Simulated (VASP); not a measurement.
# Sr2Be: single point with PBE

Crystal: Sr2Be.

```xyz
6
Lattice="-3.8817 3.8817 3.5695 3.8817 -3.8817 3.5695 3.8817 3.8817 -3.5695" Properties=species:S:1:pos:R:3 pbc="T T T"
Sr    1.4456    5.3273    0.0000
Sr    2.4361    1.4456    0.0000
Sr    2.4361   -1.4456    3.5695
Sr    1.4456    2.4361    3.5695
Be    0.0000    0.0000    1.7847
Be    0.0000    0.0000    5.3542
```

| Quantity | Value |
| --- | --- |
| Program | VASP 6.6.1 |
| Task | single point |
| Functional | PBE |
| Potentials or basis | VASP PAW PBE potentials, release 64 (Sr_sv, Be) |
| Cutoff | 600 eV |
| k mesh | 8 × 8 × 8 |
| Occupations | gaussian, width 0.1 eV |
| Spin | no spin polarisation |
| Dipole correction | no |
| Further INCAR settings | ALGO = Normal; EDIFF = 1e-06; NBANDS = 31 |

```json
{
 "Pressure": "0.1 GPa",
 "Band gap on the k mesh": "zero (bands 22 and 23 overlap by 0.35 eV)"
}
```

Levels at points of the mesh, in eV from the Fermi level:
```
           k point  band 20  band 21  band 22  band 23  band 24  band 25
(0.00, 0.00, 0.00)    -0.31    -0.05     0.05     0.05     0.39     0.39
(0.50, 0.00, 0.00)    -1.24    -0.43    -0.43     0.65     0.65     0.83
(0.50, 0.50, 0.00)    -1.03    -0.23     0.14     0.28     0.28     0.32
(0.50, 0.50, 0.50)    -1.85    -1.85    -0.48    -0.10    -0.10     0.50
```

It took 5.4 min on 1 thread of Intel(R) Xeon(R) 6975P-C (Granite Rapids), with other jobs on the host, peak memory 0.65 GiB.
